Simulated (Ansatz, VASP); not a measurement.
## ZnSe in VASP and in Ansatz

The input INCAR:

```
ALGO     = Normal         # electronic algorithm
EDIFF    = 1E-6           # SCF threshold, eV
ENCUT    = 520            # plane-wave cutoff, eV
GGA      = PS             # functional
ISIF     = 2              # what is computed and relaxed
ISMEAR   = 0              # smearing method
LASPH    = T              # aspherical terms in the spheres
LCHARG   = F              # write CHGCAR
LREAL    = F              # projectors in reciprocal space
LWAVE    = F              # write WAVECAR
NBANDS   = 16             # bands
NELM     = 100            # most SCF steps
PREC     = Accurate       # precision mode
SIGMA    = 0.02           # smearing width, eV
```

The input KPOINTS:

```
k-points
0
Gamma
  8 8 8
```

The input POSCAR:

```
ZnSe
1.0
    0.0000000000      2.7881478024      2.7881478024
    2.7881478024      0.0000000000      2.7881478024
    2.7881478024      2.7881478024      0.0000000000
Zn Se
1 1
Direct
    0.0000000000      0.0000000000      0.0000000000
    0.2500000000      0.2500000000      0.2500000000
```

Input for Ansatz:

```yaml
crystal:
  lattice:
    - [0.0, 2.7881478024, 2.7881478024]
    - [2.7881478024, 0.0, 2.7881478024]
    - [2.7881478024, 2.7881478024, 0.0]
  atoms:
    - { symbol: Zn, position: [0.0, 0.0, 0.0] }
    - { symbol: Se, position: [0.25, 0.25, 0.25] }
basis:
  ecutwfc: 420
kpoints:
  mp_grid: { grid: [8, 8, 8] }
hamiltonian:
  xc: pbesol
scf:
  occupations: { method: gaussian, width: 0.02 }
output:
  forces: true
  stress: true
  eigenvalues: true
```

Alike in both runs: task single point; functional PBEsol; k mesh 8 × 8 × 8; occupations gaussian, width 0.02 eV; no spin polarisation.

|  | VASP | Ansatz |
| --- | --- | --- |
| version | VASP 6.6.1 | Ansatz 0.2.0 |
| potentials or method | VASP PAW PBE potentials, release 64 (Zn, Se), cutoff 520 eV | scalar-relativistic, plane waves, PAW |
| valence electrons in the cell | 18 | 28 |

```csv
,VASP,Ansatz,Ansatz less VASP
gap on the k mesh at the Fermi level (eV),1.37,1.36,-0.006
least direct gap on the mesh (eV),1.37,1.36,-0.006
pressure (GPa),2.4,2.1,-0.30
```

VASP's potentials were made for PBE, not for PBEsol. VASP's potentials hold 18 valence electrons a cell and Ansatz's 28, so a difference there can come from the potentials and not from the codes.
